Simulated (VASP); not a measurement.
Here is a VASP 6.6.1 calculation.

File INCAR:

```
PREC = Accurate ; ENCUT = 520
EDIFF = 1E-6 ; ISMEAR = 0
SIGMA = 0.1 ; LREAL = False
LASPH = True ; NELM = 100
ALGO = Normal ; ISIF = 2
LWAVE = False ; LCHARG = False
GGA = PS ; NBANDS = 16
```

KPOINTS

```
Automatic mesh
0
Gamma
  18 18 14
```

Contents of POSCAR:

```
TiB2
1.0
    3.0292000000      0.0000000000      0.0000000000
   -1.5146000000      2.6233641531      0.0000000000
    0.0000000000      0.0000000000      3.2284000000
Ti B
1 2
Direct
    0.0000000000      0.0000000000      0.0000000000
    0.3333333333      0.6666666667      0.5000000000
    0.6666666667      0.3333333333      0.5000000000
```

Potentials or basis: VASP PAW PBE potentials, release 64 (Ti_sv, B).

Launch:

```console
$ cat potpaw_PBE.64/Ti_sv/POTCAR potpaw_PBE.64/B/POTCAR > POTCAR
$ mpirun -np 1 vasp_std > vasp.out
```

Estimate the band gap on the k mesh.

zero (bands 9 and 10 overlap by 0.61 eV).

Predict the pressure.

-4.8 GPa.

Stress tensor (GPa, compression positive):
```
-3.82  0.00  0.00
 0.00 -3.82  0.00
 0.00  0.00 -6.61
```

Caveat: the cell stands under tension; the PAW data sets were made with another functional, which shifts forces and pressure a little.
